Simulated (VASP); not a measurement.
BeCd2S3:

```
Be Cd S
1.0
     2.11279   -7.09621    0.00000
     2.11279    7.09621    0.00000
     0.00000    0.00000    4.37255
Be Cd S
1 2 3
Direct
  0.00000 0.00000 0.00000
  0.12500 0.87500 0.50000
  0.87500 0.12500 0.50000
  0.50000 0.50000 0.50000
  0.31500 0.68500 0.00000
  0.68500 0.31500 0.00000
```

```yaml
Program: VASP 6.6.1
Task: relaxation of cell and atoms
Functional: PBE
Potentials_or_basis: VASP PAW PBE potentials, release 64 (Be, Cd, S)
Cutoff: 600 eV
k_mesh: 4 × 4 × 4
Occupations: gaussian, width 0.1 eV
Spin: no spin polarisation
```

At the start: pressure -6.1 GPa; volume 21.85 Å³/atom.

Question: Where does the relaxation end?

Answer: Over 27 steps the energy falls by 601.3 meV/atom and the volume is 22.68 Å³/atom (+3.8 %); space group Cmmm (No. 65, to 0.05 Å).

Step by step:
| step | energy change (eV) | largest force (eV/Å) | pressure (GPa) | volume (Å³) |
| --- | --- | --- | --- | --- |
| 1 | 0.0000 | 0.4168 | -6.06 | 131.11 |
| 2 | -0.7824 | 0.8169 | -0.86 | 115.86 |
| 3 | -0.9717 | 1.1808 | 4.03 | 107.72 |
| 4 | -1.5915 | 0.8747 | 4.70 | 105.54 |
| 5 | -2.1324 | 0.6299 | 18.02 | 96.42 |
| 6 | -2.3497 | 0.3618 | 11.14 | 99.71 |
| 7 | -2.9946 | 0.3288 | 3.99 | 109.08 |
| 8 | -3.2480 | 0.4896 | 0.07 | 117.52 |
| 9 | -3.3294 | 0.7435 | -3.73 | 134.68 |
| 10 | -3.3477 | 0.7009 | -2.90 | 129.37 |
| 11 | -3.4683 | 0.4528 | -0.02 | 129.25 |
| 12 | -3.4683 | 0.4500 | 0.01 | 129.25 |
| 13 | -3.4917 | 0.4075 | 0.14 | 129.28 |
| 14 | -3.5347 | 0.2807 | 0.56 | 129.32 |
| 15 | -3.5107 | 0.0594 | 2.02 | 129.31 |
| 16 | -3.5417 | 0.1998 | 1.02 | 129.34 |
| 17 | -3.5580 | 0.1930 | 0.62 | 130.27 |
| 18 | -3.5831 | 0.1701 | -0.46 | 133.09 |
| 19 | -3.5838 | 0.1631 | -0.70 | 133.67 |
| 20 | -3.5952 | 0.1003 | -0.33 | 133.44 |
| 21 | -3.6010 | 0.0274 | 0.18 | 133.12 |
| 22 | -3.6010 | 0.0260 | 0.21 | 133.11 |
| 23 | -3.6030 | 0.0229 | 0.22 | 133.50 |
| 24 | -3.6065 | 0.0090 | 0.24 | 134.68 |
| 25 | -3.6069 | 0.0055 | 0.24 | 135.25 |
| 26 | -3.6071 | 0.0127 | -0.29 | 136.74 |
| 27 | -3.6075 | 0.0075 | -0.05 | 136.07 |

Final structure:
```cif
data_structure
_symmetry_space_group_name_H-M 'P 1'
_symmetry_Int_Tables_number 1
_cell_length_a 11.1045
_cell_length_b 11.1045
_cell_length_c 3.5572
_cell_angle_alpha 90.000
_cell_angle_beta 90.000
_cell_angle_gamma 161.928
_cell_volume 136.07
loop_
_atom_site_label
_atom_site_type_symbol
_atom_site_fract_x
_atom_site_fract_y
_atom_site_fract_z
_atom_site_occupancy
Be1 Be 0.00000 0.00000 0.00000 1
Cd1 Cd 0.14792 0.85208 0.50000 1
Cd2 Cd 0.85208 0.14792 0.50000 1
S1 S 0.50000 0.50000 0.50000 1
S2 S 0.33368 0.66632 0.00000 1
S3 S 0.66632 0.33368 0.00000 1
```

Caveat: the k points lie up to 0.46 Å⁻¹ apart in the final cell.
